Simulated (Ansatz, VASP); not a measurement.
**BaO in VASP and in Ansatz**

Contents of POSCAR:

```
BaO
1.0
    0.0000000000      2.7719426833      2.7719426833
    2.7719426833      0.0000000000      2.7719426833
    2.7719426833      2.7719426833      0.0000000000
Ba O
1 1
Direct
    0.0000000000      0.0000000000      0.0000000000
    0.5000000000      0.5000000000      0.5000000000
```

File INCAR.step1:

```
SYSTEM = BaO
PREC = Accurate
ENCUT = 660
ISMEAR = 0
SIGMA = 0.01
LREAL = .False.
LASPH = .True.
NELM = 120
NBANDS = 15
GGA = PE
ALGO = Normal
EDIFF = 1E-5
LWAVE = .True.
LCHARG = .False.
GGA_COMPAT = .False.
```

File INCAR.step2:

```
SYSTEM = BaO
PREC = Accurate
ENCUT = 660
EDIFF = 1E-6
ISMEAR = 0
SIGMA = 0.01
LREAL = .False.
LASPH = .True.
NELM = 120
ALGO = Normal
ISIF = 2
LWAVE = .False.
LCHARG = .False.
METAGGA = R2SCAN
LMIXTAU = .True.
NBANDS = 15
ISTART = 1
GGA_COMPAT = .False.
```

Contents of KPOINTS:

```
Automatic mesh
0
Gamma
  8 8 8
  0 0 0
```

Input for Ansatz:

```yaml
crystal:
  lattice:
    - [0.0, 2.7719426833, 2.7719426833]
    - [2.7719426833, 0.0, 2.7719426833]
    - [2.7719426833, 2.7719426833, 0.0]
  atoms:
    - { symbol: Ba, position: [0.0, 0.0, 0.0] }
    - { symbol: O, position: [0.5, 0.5, 0.5] }
kpoints:
  mp_grid: { grid: [8, 8, 8] }
  band_path:
    path:
      - [0.0, 0.0, 0.0]
      - [0.5, 0.0, 0.5]
      - [0.625, 0.25, 0.625]
      - [0.375, 0.375, 0.75]
      - [0.5, 0.5, 0.5]
      - [0.5, 0.25, 0.75]
      - [0.0, 0.5, 0.5]
    npoints: 1
hamiltonian:
  xc: r2scan
scf:
  occupations: { method: fixed }
  n_extra_bands: 4
output:
  forces: true
  stress: true
  eigenvalues: true
```

Alike in both runs: task single point; functional r2SCAN; k mesh 8 × 8 × 8; no spin polarisation.

```csv
,VASP,Ansatz
version,VASP 6.6.1,Ansatz 0.2.0
potentials or method,"VASP PAW PBE potentials, release 64 (Ba_sv, O)","plane waves, PAW"
plane-wave cutoff (eV),660,500
occupations,"gaussian, width 0.01 eV",fixed
valence electrons in the cell,16,16
```

|  | VASP | Ansatz | Ansatz less VASP |
| --- | --- | --- | --- |
| gap on the k mesh at the Fermi level (eV) | 2.32 | 2.38 | +0.058 |
| pressure (GPa) | 1.6 | 0.0 | -1.57 |

VASP's potentials were made for PBE, not for r2SCAN.

Spin-orbit coupling is off throughout.
